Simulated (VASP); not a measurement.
# Pt (Im-3m) in VASP: a series of runs

The runs below take Pt through single point, with PBEsol.

Program: VASP 6.6.1. These are calculated values, not measurements. Logs are shortened: lines on timing, memory, paths and dates and some standing lists are left out, and cuts for length are marked.

## 1. The cell of the first run

The structure is cubic, space group Im-3m (No. 229). The conventional cell has a = 3.168 Å, b = 3.168 Å, c = 3.168 Å, α = 90.00°, β = 90.00°, γ = 90.00°. Pt (site symmetry m-3m) has 14 Pt at 2.74 to 3.17 Å within 3.6 Å.

## 2. Single point, PBEsol

Contents of INCAR:

```
SYSTEM = Pt
  PREC = Accurate
  ENCUT = 520
  EDIFF = 1E-7
  ISMEAR = 1
  SIGMA = 0.05
  LREAL = .False.
  LASPH = .True.
  NELM = 80
  ALGO = Normal
  ISIF = 2
  LWAVE = .False.
  LCHARG = .False.
  GGA = PS
  NBANDS = 11
```

Contents of KPOINTS:

```
regular mesh
0
Gamma
  12 12 12
  0 0 0
```

Contents of POSCAR:

```
Pt
1.0
   -1.5842200000      1.5842200000      1.5842200000
    1.5842200000     -1.5842200000      1.5842200000
    1.5842200000      1.5842200000     -1.5842200000
Pt
1
Direct
    0.0000000000      0.0000000000      0.0000000000
```

Potentials or basis: VASP PAW PBE potentials, release 64 (Pt).

The run is started by

```sh
cat potpaw_PBE.64/Pt/POTCAR > POTCAR
mpirun -np 1 vasp_std > vasp.out
```

OUTCAR:

```text
SYSTEM = Pt
   PREC = Accurate
   ENCUT = 520
   EDIFF = 1E-7
   ISMEAR = 1
   LREAL = .False.
   LASPH = .True.
   NELM = 80
   ISIF = 2
   GGA = PS

 ion  position               nearest neighbor table
   1  0.000  0.000  0.000-

  LATTYP: Found a body centered cubic cell.
 ALAT       =     3.1684400000

  Lattice vectors:

 A1 = (  -1.5842200000,   1.5842200000,   1.5842200000)
 A2 = (   1.5842200000,  -1.5842200000,   1.5842200000)
 A3 = (   1.5842200000,   1.5842200000,  -1.5842200000)

Analysis of symmetry for initial positions (statically):
=====================================================================
 Subroutine PRICEL returns:
 Original cell was already a primitive cell.

 Routine SETGRP: Setting up the symmetry group for a
 body centered cubic supercell.

 Subroutine GETGRP returns: Found 48 space group operations
[... 9 lines left out ...]

 Routine SETGRP: Setting up the symmetry group for a
 body centered cubic supercell.

 Subroutine GETGRP returns: Found 48 space group operations
[... 11 lines left out ...]
                                     Primitive cell

  volume of cell :      15.9040

  direct lattice vectors                    reciprocal lattice vectors
    -1.584220000  1.584220000  1.584220000     0.000000000  0.315612731  0.315612731
     1.584220000 -1.584220000  1.584220000     0.315612731  0.000000000  0.315612731
     1.584220000  1.584220000 -1.584220000     0.315612731  0.315612731  0.000000000

  length of vectors
     2.743949530  2.743949530  2.743949530     0.446343804  0.446343804  0.446343804

  position of ions in fractional coordinates (direct lattice)
     0.000000000  0.000000000  0.000000000

  ion indices of the primitive-cell ions
   primitive index   ion index
                 1           1

----------------------------------------------------------------------------------------

 KPOINTS: regular mesh

Automatic generation of k-mesh.
 Grid dimensions read from file:
 generate k-points for:   12   12   12

 Generating k-lattice:

  Cartesian coordinates                     Fractional coordinates (reciprocal lattice)
     0.000000000  0.026301061  0.026301061     0.083333333  0.000000000  0.000000000
     0.026301061  0.000000000  0.026301061     0.000000000  0.083333333  0.000000000
     0.026301061  0.026301061  0.000000000     0.000000000  0.000000000  0.083333333

  Length of vectors
     0.037195317  0.037195317  0.037195317

  Shift w.r.t. Gamma in fractional coordinates (k-lattice)
     0.000000000  0.000000000  0.000000000

 Subroutine IBZKPT returns following result:
 ===========================================

 Found     72 irreducible k-points:

 Following reciprocal coordinates:
            Coordinates               Weight
  0.000000  0.000000  0.000000      1.000000
  0.083333  0.000000  0.000000     12.000000
  0.166667  0.000000  0.000000     12.000000
  0.250000  0.000000  0.000000     12.000000
  0.333333  0.000000  0.000000     12.000000
  0.416667  0.000000  0.000000     12.000000
[... 16 lines left out ...]
  0.333333  0.083333  0.083333     24.000000
  0.416667  0.083333  0.083333     12.000000
 [... further k-points ...]
   k-points           NKPTS =     72   k-points in BZ     NKDIM =     72   number of bands    NBANDS=     11
   number of dos      NEDOS =    301   number of ions     NIONS =      1
   total plane-waves  NPLWV =   8000
   dimension x,y,z NGX =    20 NGY =   20 NGZ =   20
   dimension x,y,z NGXF=    40 NGYF=   40 NGZF=   40
   ions per type =               1
   NGX,Y,Z   is equivalent  to a cutoff of  12.12, 12.12, 12.12 a.u.
   NGXF,Y,Z  is equivalent  to a cutoff of  24.23, 24.23, 24.23 a.u.
 SYSTEM =  Pt
   PREC   = accura    normal or accurate (medium, high low for compatibility)
   ISTART =      0    job   : 0-new  1-cont  2-samecut
   ICHARG =      2    charge: 1-file 2-atom 10-const
   ISPIN  =      1    spin polarized calculation?
   LNONCOLLINEAR =      F non collinear calculations
   LSORBIT =      F    spin-orbit coupling
   LASPH  =      T    aspherical Exc in radial PAW
   ENCUT  =  520.0 eV  38.22 Ry    6.18 a.u.   5.10  5.10  5.10*2*pi/ulx,y,z
   NELM   =     80;   NELMIN=  2; NELMDL= -5     # of ELM steps
   EDIFF  = 0.1E-06   stopping-criterion for ELM
   LREAL  =      F    real-space projection
   EDIFFG = 0.1E-05   stopping-criterion for IOM
   NSW    =      0    number of steps for IOM
   IBRION =     -1    ionic relax: 0-MD 1-quasi-New 2-CG
   NFREE  =      0    steps in history (QN), initial steepest desc. (CG)
   ISIF   =      2    stress and relaxation
   ISYM   =      2    0-nonsym 1-usesym 2-fastsym
   POTIM  = 0.5000    time-step for ionic-motion
   TEBEG  =    0.0;   TEEND  =   0.0 temperature during run
   PSTRESS=    0.0 pullay stress
   NELECT =      10.0000    total number of electrons
   NUPDOWN=      -1.0000    fix difference up-down
   EMIN   =  10.00;   EMAX   =-10.00  energy-range for DOS
   EFERMI =   0.00;   METHOD = LEGACY
   ISMEAR =     1;   SIGMA  =   0.05  broadening in eV -4-tet -1-fermi 0-gaus
   EFERMI_NEDOS =   21; number of points for ismear=-14 and -15
   IALGO  =     38    algorithm
   IMIX   =      4    mixing-type and parameters
     AMIX     =   0.40;   BMIX     =  1.00
     AMIX_MAG =   1.60;   BMIX_MAG =  1.00
  volume/ion in A,a.u.               =      15.90       107.33
  Fermi-wavevector in a.u.,A,eV,Ry     =   1.402510  2.650360 26.763132  1.967035
  Thomas-Fermi vector in A             =   2.525265
   LORBIT       =      0    0 simple, 1 ext, 2 COOP (PROOUT), +10 PAW based schemes
   GGA     = PS    functional components
   LHFCALC =     F    Hartree Fock is set to
   AEXX    =    0.0000 exact exchange contribution
   IVDW    =     0    specifies the selected vdW correction
   LEPSILON=     F    determine dielectric tensor
   LRPA    =     F    only Hartree local field effects (RPA)
 non-spin polarized calculation
 Methfessel and Paxton  Order N= 1 SIGMA  =   0.05
  energy-cutoff  :      520.00
  volume of cell :       15.90
 maximum number of plane-waves:       442
   NGX = 11   NGY = 11   NGZ = 11

 number of electron      10.0000000 magnetization

 Free energy of the ion-electron system (eV)
  ---------------------------------------------------
  ext. energy  EPLUGINS =         0.00000000
  ---------------------------------------------------
  free energy    TOTEN  =        -6.83959774 eV

  energy without entropy =       -6.83976673  energy(sigma->0) =       -6.83965407

 E-fermi :   9.7829     XC(G=0): -13.3085

 val. band max:        9.7807264269   @ k =   0.5000   0.5000   0.4167
 cond. band min:       9.8685273619   @ k =  -0.4167  -0.4167   0.1667
 fundamental gap:      0.0878009349
 Fermi energy:         9.7829087405

 k-point     1 :       0.0000    0.0000    0.0000
  band No.  band energies     occupation
      1       0.4059      2.00000
      2       6.4486      2.00000
      3       6.4486      2.00000
      4       6.4486      2.00000
      5       8.9381      2.00000
      6       8.9381      2.00000
      7      26.9883      0.00000
      8      26.9883      0.00000
      9      26.9883      0.00000
     10      36.9146      0.00000
     11      36.9150      0.00000

 k-point     2 :       0.0833    0.0000    0.0000
  band No.  band energies     occupation
      1       0.6852      2.00000
      2       6.3403      2.00000
      3       6.4472      2.00000
      4       6.6721      2.00000
      5       8.8026      2.00000
      6       8.9458      2.00000
      7      27.1031      0.00000
      8      27.1774      0.00000
      9      27.3976      0.00000
     10      34.1496      0.00000
     11      34.6093      0.00000

 k-point     3 :       0.1667    0.0000    0.0000
  band No.  band energies     occupation
      1       1.4664      2.00000
      2       6.0561      2.00000
      3       6.4199      2.00000
      4       7.3187      2.00000
      5       8.5658      2.00000
      6       8.9759      2.00000
      7      26.8230      0.00000
      8      26.9922      0.00000
      9      28.5606      0.00000
     10      32.3455      0.00000
     11      32.5408      0.00000

 k-point     4 :       0.2500    0.0000    0.0000
  band No.  band energies     occupation
      1       2.5058      2.00000
      2       5.6929      2.00000
      3       6.4849      2.00000
      4       8.3092      2.00000
      5       8.5085      2.00000
      6       9.0397      2.00000
      7      24.2958      0.00000
      8      25.9147      0.00000
      9      30.2951      0.00000
     10      31.3188      0.00000
     11      32.3207      0.00000

 k-point     5 :       0.3333    0.0000    0.0000
  band No.  band energies     occupation
      1       3.2300      2.00000
      2       5.3544      2.00000
      3       7.2175      2.00000
      4       8.6690      2.00000
      5       9.1320      2.00000
      6       9.4770      2.00000
      7      20.8603      0.00000
      8      24.5131      0.00000
      9      28.5235      0.00000
     10      32.2976      0.00000
     11      33.1862      0.00000

 k-point     6 :       0.4167    0.0000    0.0000
  band No.  band energies     occupation
      1       3.3829      2.00000
      2       5.1199      2.00000
      3       8.5064      2.00000
      4       9.1797      2.00000
      5       9.2195      2.00000
      6      10.5074     -0.00000
      7      17.6985      0.00000
      8      23.4970      0.00000
      9      26.4425      0.00000
     10      33.8106      0.00000
     11      34.0585      0.00000

 k-point     7 :       0.5000    0.0000    0.0000
  band No.  band energies     occupation
      1       3.3714      2.00000
      2       5.0367      2.00000
      3       8.7500      2.00000
      4       9.2562      2.00000
      5      10.1259     -0.00000
      6      10.9405      0.00000
      7      16.1089      0.00000
      8      23.1340      0.00000
      9      25.6494      0.00000
     10      33.8911      0.00000
     11      34.6435      0.00000

 k-point     8 :       0.0833    0.0833    0.0000
  band No.  band energies     occupation
      1       1.2195      2.00000
      2       6.2148      2.00000
      3       6.3190      2.00000
      4       7.1508      2.00000
      5       8.5889      2.00000
      6       8.9902      2.00000
      7      27.0671      0.00000
      8      27.4987      0.00000
      9      27.8356      0.00000
     10      31.9542      0.00000
     11      33.5719      0.00000
[... 141 lines left out ...]
 k-point    19 :       0.3333    0.3333    0.0000
  band No.  band energies     occupation
      1       4.6252      2.00000
      2       6.0445      2.00000
      3       6.0445      2.00000
      4       9.1602      2.00000
      5       9.1602      2.00000
      6      15.3634      0.00000
      7      17.5379      0.00000
      8      17.5379      0.00000
      9      26.2745      0.00000
     10      32.1718      0.00000
     11      32.1718      0.00000

 k-point    20 :       0.0833    0.0833    0.0833
  band No.  band energies     occupation
      1       1.9552      2.00000
      2       5.9847      2.00000
      3       5.9847      2.00000
      4       8.0417      2.00000
      5       8.7842      2.00000
      6       8.7842      2.00000
      7      26.7908      0.00000
      8      26.7908      0.00000
      9      28.2068      0.00000
     10      29.0728      0.00000
     11      34.6021      0.00000

 k-point    21 :       0.1667    0.0833    0.0833
  band No.  band energies     occupation
      1       2.9901      2.00000
      2       5.6162      2.00000
      3       5.8620      2.00000
      4       8.6895      2.00000
      5       8.9774      2.00000
      6       9.2626      2.00000
      7      24.3321      0.00000
      8      25.5908      0.00000
      9      26.6711      0.00000
     10      29.4121      0.00000
     11      35.8522      0.00000

 k-point    22 :       0.2500    0.0833    0.0833
  band No.  band energies     occupation
      1       3.7557      2.00000
      2       5.3073      2.00000
      3       6.3267      2.00000
      4       8.7548      2.00000
      5       9.1318      2.00000
      6      10.7154     -0.00000
      7      20.6900      0.00000
      8      24.2760      0.00000
      9      25.3985      0.00000
     10      31.1657      0.00000
     11      36.2557      0.00000

 k-point    23 :       0.3333    0.0833    0.0833
  band No.  band energies     occupation
      1       3.8740      2.00000
      2       5.1065      2.00000
      3       7.5520      2.00000
      4       8.8633      2.00000
      5       9.2354      2.00000
      6      12.2205      0.00000
      7      17.4884      0.00000
      8      23.3472      0.00000
      9      24.2369      0.00000
     10      32.9837      0.00000
     11      34.9813      0.00000

 k-point    24 :       0.4167    0.0833    0.0833
  band No.  band energies     occupation
      1       3.8446      2.00000
      2       5.0372      2.00000
      3       8.2938      2.00000
      4       8.8855      2.00000
      5       9.2728      2.00000
      6      13.2366      0.00000
      7      15.7564      0.00000
      8      23.0166      0.00000
      9      23.7272      0.00000
     10      33.8633      0.00000
     11      34.4648      0.00000

 [... further k-points ...]
[... 5 lines left out ...]
  --------------------------------------------------------------------------------------
  -------------------------------------------------------------------------------------
  Total       -1.1587030     -1.1587030     -1.1587030      0.0000000     -0.0000000     -0.0000000
  in kB     -116.7283251   -116.7283251   -116.7283251      0.0000000     -0.0000000     -0.0000000
  external PRESSURE =    -116.7283251 kB  Pullay stress =       0.0000000 kB

 VOLUME and BASIS-vectors are now :
 -----------------------------------------------------------------------------
  energy-cutoff  :      520.00
  volume of cell :       15.90
      direct lattice vectors                 reciprocal lattice vectors
    -1.584220000  1.584220000  1.584220000     0.000000000  0.315612731  0.315612731
     1.584220000 -1.584220000  1.584220000     0.315612731  0.000000000  0.315612731
     1.584220000  1.584220000 -1.584220000     0.315612731  0.315612731  0.000000000

 POSITION                                       TOTAL-FORCE (eV/Angst)
 -----------------------------------------------------------------------------------
      0.00000      0.00000      0.00000         0.000000     -0.000000      0.000000
 -----------------------------------------------------------------------------------
    total drift:                               -0.000000     -0.000000      0.000000

  FREE ENERGIE OF THE ION-ELECTRON SYSTEM (eV)
  ---------------------------------------------------
  free  energy   TOTEN  =        -6.8395977410 eV

  energy  without entropy=       -6.8397667275  energy(sigma->0) =       -6.83965407
```

It took 16 s on 1 thread of AMD EPYC 7R13, shared host; peak memory 0.1 GiB.

Results:

```
Free energy            : -6.8396 eV
Pressure               : -11.7 GPa
Band gap on the k mesh : zero (band 5 reaches 10.90 eV, above the bottom of band 6 at 8.78 eV)
```

Levels at points of the mesh, in eV from the Fermi level:
```tsv
k point	band 3	band 4	band 5	band 6	band 7	band 8
(0.00, 0.00, 0.00)	-3.33	-3.33	-0.84	-0.84	17.21	17.21
(0.50, 0.00, 0.00)	-1.03	-0.53	0.34	1.16	6.33	13.35
(0.50, 0.50, 0.50)	0.64	0.64	0.64	7.71	7.71	7.71
```

Caveat: the PAW data sets were made with another functional, which shifts forces and pressure a little; spin-orbit coupling is left out, which moves the levels of the heavy elements.

## 3. Single point, PBEsol

Contents of INCAR:

```
PREC = Accurate
ENCUT = 520
EDIFF = 1E-7
ISMEAR = 1
SIGMA = 0.05
LREAL = False
LASPH = True
NELM = 100
ALGO = Normal
ISIF = 2
LWAVE = False
LCHARG = False
GGA = PS
NBANDS = 11
```

Contents of KPOINTS:

```
regular mesh
0
Gamma
  12 12 12
```

POSCAR is that of step 2.

Potentials or basis: VASP PAW PBE potentials, release 64 (Pt).

The run is started by

```sh
cat potpaw_PBE.64/Pt/POTCAR > POTCAR
mpirun -np 1 vasp_std > vasp.out
```

OUTCAR:

```text
PREC = Accurate
   ENCUT = 520
   EDIFF = 1E-7
   ISMEAR = 1
   LREAL = False
   LASPH = True
   NELM = 100
   ISIF = 2
   GGA = PS

 ion  position               nearest neighbor table
   1  0.000  0.000  0.000-

  LATTYP: Found a body centered cubic cell.
 ALAT       =     3.1684400000

  Lattice vectors:

 A1 = (  -1.5842200000,   1.5842200000,   1.5842200000)
 A2 = (   1.5842200000,  -1.5842200000,   1.5842200000)
 A3 = (   1.5842200000,   1.5842200000,  -1.5842200000)

Analysis of symmetry for initial positions (statically):
=====================================================================
 Subroutine PRICEL returns:
 Original cell was already a primitive cell.

 Routine SETGRP: Setting up the symmetry group for a
 body centered cubic supercell.

 Subroutine GETGRP returns: Found 48 space group operations
 (whereof 48 operations were pure point group operations)
 out of a pool of 48 trial point group operations.

The static configuration has the point symmetry O_h .

[... 163 lines left out ...]
 Fermi energy:         9.7829087405

 k-point     1 :       0.0000    0.0000    0.0000
  band No.  band energies     occupation
      1       0.4059      2.00000
      2       6.4486      2.00000
      3       6.4486      2.00000
      4       6.4486      2.00000
      5       8.9381      2.00000
      6       8.9381      2.00000
      7      26.9883      0.00000
      8      26.9883      0.00000
      9      26.9883      0.00000
     10      36.9146      0.00000
     11      36.9150      0.00000
[... 309 lines left out ...]
 k-point    24 :       0.4167    0.0833    0.0833
  band No.  band energies     occupation
      1       3.8446      2.00000
      2       5.0372      2.00000
      3       8.2938      2.00000
      4       8.8855      2.00000
      5       9.2728      2.00000
      6      13.2366      0.00000
      7      15.7564      0.00000
      8      23.0166      0.00000
      9      23.7272      0.00000
     10      33.8633      0.00000
     11      34.4648      0.00000

 [... further k-points ...]

------------------------ aborting loop because EDIFF is reached ----------------------------------------

  FORCE on cell =-STRESS in cart. coord.  units (eV):
  Direction    XX          YY          ZZ          XY          YZ          ZX
  --------------------------------------------------------------------------------------
  -------------------------------------------------------------------------------------
  Total       -1.1587030     -1.1587030     -1.1587030      0.0000000     -0.0000000     -0.0000000
  in kB     -116.7283251   -116.7283251   -116.7283251      0.0000000     -0.0000000     -0.0000000
  external PRESSURE =    -116.7283251 kB  Pullay stress =       0.0000000 kB

 VOLUME and BASIS-vectors are now :
 -----------------------------------------------------------------------------
  energy-cutoff  :      520.00
  volume of cell :       15.90
      direct lattice vectors                 reciprocal lattice vectors
    -1.584220000  1.584220000  1.584220000     0.000000000  0.315612731  0.315612731
     1.584220000 -1.584220000  1.584220000     0.315612731  0.000000000  0.315612731
     1.584220000  1.584220000 -1.584220000     0.315612731  0.315612731  0.000000000

 POSITION                                       TOTAL-FORCE (eV/Angst)
 -----------------------------------------------------------------------------------
      0.00000      0.00000      0.00000         0.000000     -0.000000      0.000000
 -----------------------------------------------------------------------------------
    total drift:                               -0.000000     -0.000000      0.000000

  FREE ENERGIE OF THE ION-ELECTRON SYSTEM (eV)
  ---------------------------------------------------
  free  energy   TOTEN  =        -6.8395977410 eV

  energy  without entropy=       -6.8397667275  energy(sigma->0) =       -6.83965407
```

Wall time 17 s (1 thread of AMD EPYC 7R13, shared host); peak memory 0.1 GiB.

What came out:

| Property | Result |
| --- | --- |
| Free energy | -6.8396 eV |
| Pressure | -11.7 GPa |
| Band gap on the k mesh | zero (band 5 reaches 10.90 eV, above the bottom of band 6 at 8.78 eV) |

Caveat: the PAW data sets were made with another functional, which shifts forces and pressure a little; spin-orbit coupling is left out, which moves the levels of the heavy elements.
